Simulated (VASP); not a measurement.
**Hf2SeS3: relaxation of cell and atoms with PBE**

Crystal: Hf2SeS3.

```
Hf Se S
1.0
     3.99102    0.00000    0.00000
     0.00000    3.99102    0.00000
     0.00000    0.00000    9.39345
Hf Se S
2 1 3
Cartesian
  1.9955 0.0000 1.3461
  0.0000 1.9955 8.0473
  1.9955 1.9955 4.6967
  0.0000 0.0000 2.7555
  0.0000 0.0000 6.6380
  1.9955 1.9955 0.0000
```

The cell was built from a structure type or drawn by symmetry, and may not be a known phase.

```json
{"Program": "VASP 6.6.1", "Task": "relaxation of cell and atoms", "Functional": "PBE", "Potentials or basis": "VASP PAW PBE potentials, release 64 (Hf_pv, Se, S)", "Cutoff": "600 eV", "k mesh": "4 × 4 × 2", "Occupations": "gaussian, width 0.1 eV", "Spin": "no spin polarisation", "Dipole correction": "no", "Further INCAR settings": "ALGO = Normal; EDIFF = 1e-06; IBRION = 2; EDIFFG = -0.04; NSW = 90; ISIF = 3"}
```

The relaxed volume is 23.92 Å³/atom, the relaxed cell is a = 4.585 Å, b = 4.585 Å, c = 6.828 Å, α = 90.00°, β = 90.00°, γ = 90.00° and the space group after relaxing (to 0.1 Å) is P-4m2 (No. 115). The energy gained by relaxing is 547.6 meV/atom. The ionic steps are 29. The pressure after relaxing is 0.0 GPa and the band gap on the k mesh is 0.33 eV.

Forces on the atoms (eV/Å):
```
Hf   0.000  0.000 -0.003
Hf   0.000  0.000  0.003
Se   0.000  0.000  0.000
S    0.000  0.000  0.003
S    0.000  0.000 -0.003
S    0.000  0.000  0.000
```

Step by step:
```
step  energy change (eV)  largest force (eV/Å)  pressure (GPa)  volume (Å³)
   1              0.0000                2.4312            0.40       149.62
   2             -0.4682                0.9745            0.94       150.97
   3             -0.5404                0.6625            1.65       151.74
   4             -0.7055                0.4583           -2.16       158.55
   5             -0.7501                0.6794           -4.76       164.15
   6             -0.8005                0.7183           -5.09       164.67
   7             -0.9680                0.9309           -6.09       166.14
   8             -1.3204                1.1811           -7.92       168.61
   9             -1.7589                1.4766          -11.12       171.48
  10             -1.6630                1.5535           -9.96       170.68
  11             -1.8448                1.5111           -9.98       169.33
  12             -2.2490                1.3568           -9.87       164.95
  13             -1.9927                1.8027           -8.22       154.68
  14             -2.3260                1.4761           -9.68       162.15
  15             -2.5980                1.3546           -8.29       158.17
  16             -3.1124                0.9030           -2.71       146.61
  17             -2.2565                1.1232           17.24       125.18
  18             -3.1649                0.7156           -0.09       142.58
  19             -3.1665                0.6728            0.49       141.76
  20             -3.1756                0.6387            0.46       141.93
  21             -3.2001                0.5410            0.38       142.42
  22             -3.2368                0.3543            0.21       143.40
  23             -3.2649                0.1357           -0.13       145.38
  24             -3.2756                0.1187           -0.44       145.23
  25             -3.2776                0.1104           -0.62       145.13
  26             -3.2802                0.1506            0.60       142.84
  27             -3.2813                0.1366            0.17       143.64
  28             -3.2834                0.0939            0.12       143.60
  29             -3.2853                0.0028            0.03       143.53
```

Final structure:
```
Hf Se S
1.0
     4.58489    0.00000    0.00000
     0.00000    4.58489    0.00000
     0.00000    0.00000    6.82765
Hf Se S
2 1 3
Cartesian
  2.2924 0.0000 1.4758
  0.0000 2.2924 5.3519
  2.2924 2.2924 3.4138
  0.0000 0.0000 1.8304
  0.0000 4.5849 4.9973
  2.2924 2.2924 0.0000
```

Levels at points of the mesh, in eV from the valence-band top:
| k point | band 18 | band 19 | band 20 | band 21 | band 22 | band 23 | band 24 | band 25 | band 26 |
| --- | --- | --- | --- | --- | --- | --- | --- | --- | --- |
| (0.00, 0.00, 0.00) | -2.19 | -1.40 | -0.68 | -0.68 | 0.00 | 0.33 | 0.49 | 0.99 | 1.07 |
| (0.50, 0.00, 0.00) | -2.24 | -2.10 | -1.36 | -1.12 | -1.08 | 1.04 | 1.16 | 1.17 | 1.27 |
| (0.50, 0.50, 0.00) | -2.93 | -1.87 | -1.87 | -1.71 | -1.54 | 1.50 | 1.50 | 2.42 | 2.54 |
| (0.00, 0.00, 0.50) | -2.17 | -2.17 | -1.90 | -0.63 | -0.63 | 0.45 | 0.79 | 0.84 | 1.52 |
| (0.50, 0.00, 0.50) | -2.63 | -2.35 | -1.76 | -1.41 | -1.35 | 0.64 | 0.83 | 1.20 | 1.42 |
| (0.50, 0.50, 0.50) | -3.19 | -3.12 | -2.61 | -1.19 | -1.19 | 1.37 | 1.37 | 2.12 | 3.15 |

Run time: 17 min on 1 thread of Intel(R) Xeon(R) Platinum 8259CL CPU @ 2.50GHz (Skylake/Cascade Lake) (shared host), peak memory 0.32 GiB.

Caveat: a cell axis changed by over 15 % at a fixed basis, so the end point is rough; spin-orbit coupling is left out, which moves the levels of the heavy elements. A k mesh can miss the band edges.
